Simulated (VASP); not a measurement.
A run of VASP 6.6.1 is set up as follows.

File INCAR:

```
SYSTEM = Co
PREC     = Accurate       ! precision mode
ENCUT    = 690            ! plane-wave cutoff, eV
EDIFF    = 1E-6           ! SCF threshold, eV
ISMEAR   = -1             ! smearing method
SIGMA    = 0.05           ! smearing width, eV
LREAL    = .FALSE.        ! projectors in reciprocal space
LASPH    = .TRUE.         ! aspherical terms in the spheres
NELM     = 200            ! most SCF steps
ALGO     = Normal         ! electronic algorithm
ISIF     = 2              ! what is computed and relaxed
LWAVE    = .FALSE.        ! write WAVECAR
LCHARG   = .FALSE.        ! write CHGCAR
ISPIN    = 2              ! spin polarisation
MAGMOM   = 2 2            ! initial moments
LORBIT   = 11             ! projections on sites
LMAXMIX  = 4              ! l up to which the mixer works
GGA      = RE             ! functional
NBANDS   = 28             ! bands
GGA_COMPAT= .FALSE.
```

KPOINTS

```
Automatic mesh
0
G
  12 12 7
  0 0 0
```

POSCAR

```
Co
1.0
    2.4719999032      0.0000000000      0.0000000000
   -1.2359999516      2.1408147143      0.0000000000
    0.0000000000      0.0000000000      4.0211440800
Co
2
Direct
    0.6666666667      0.3333333333      0.7500000000
    0.3333333333      0.6666666667      0.2500000000
```

Potentials or basis: VASP PAW PBE potentials, release 64 (Co_sv).

The run is started by

```console
$ cat potpaw_PBE.64/Co_sv/POTCAR > POTCAR
$ mpirun -np 1 vasp_std > vasp.out
```

Question: What does it give for the net moment?

Answer: 3.23 μB per cell.

Question: What does it give for the pressure?

Answer: 7.3 GPa.

Stress tensor (GPa, compression positive):
```
8.19 0.00 0.00
0.00 8.19 0.00
0.00 0.00 5.46
```

Caveat: the cell stands under pressure; the PAW data sets were made with another functional, which shifts forces and pressure a little.
